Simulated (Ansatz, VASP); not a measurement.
Br: VASP beside Ansatz

```
Br
1.0
     7.49235    0.00000    0.00000
    -3.74617    6.48856    0.00000
     0.00000    0.00000    2.59604
Br
3
Cartesian
  0.0000 0.0000 0.0000
  0.0000 4.3257 1.2980
  3.7462 2.1629 1.2980
```

Alike in both runs: task single point; functional PBE; k mesh 8 × 8 × 10; occupations fermi-dirac, width 0.1 eV; no spin polarisation.

```csv
,VASP,Ansatz
version,VASP 6.6.1,Ansatz 0.2.0
potentials or method,"VASP PAW PBE potentials, release 64 (Br), cutoff 520 eV","all-electron LAPW, scalar-relativistic"
```

```csv
,VASP,Ansatz,Ansatz less VASP
pressure (GPa),0.0,0.0,+0.01
```

Ansatz ran all-electron here, and VASP with PAW potentials.
